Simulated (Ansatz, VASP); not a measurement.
# BaS in VASP and in Ansatz

```
CELL_PARAMETERS angstrom
0.00000 3.19375 3.25762
3.19375 0.00000 3.25762
3.19375 3.19375 0.00000
ATOMIC_POSITIONS crystal
Ba 0.00000 0.00000 0.00000
S 0.50000 0.50000 0.50000
```

Change from the starting cell: zz strain of +2 %.

Alike in both runs: task single point; functional PBE; k mesh 8 × 8 × 8; occupations fermi-dirac, width 0.02 eV; no spin polarisation.

|  | VASP | Ansatz |
| --- | --- | --- |
| version | VASP 6.6.1 | Ansatz 0.2.0 |
| potentials or method | VASP PAW PBE potentials, release 64 (Ba_sv, S), cutoff 520 eV | all-electron LAPW, scalar-relativistic |

Ansatz gave:

```
gap on the k mesh at the Fermi level (eV)                     : 2.21
pressure (GPa)                                                : 0.0
traceless stress, the component that is largest in VASP (GPa) : -0.91
```

Task: Estimate VASP's values.

Result: gap on the k mesh at the Fermi level (eV): 2.12; pressure (GPa): 0.6; traceless stress, the component that is largest in VASP (GPa): -1.01.

Ansatz ran all-electron here, and VASP with PAW potentials.

Neither program's run includes spin-orbit coupling.
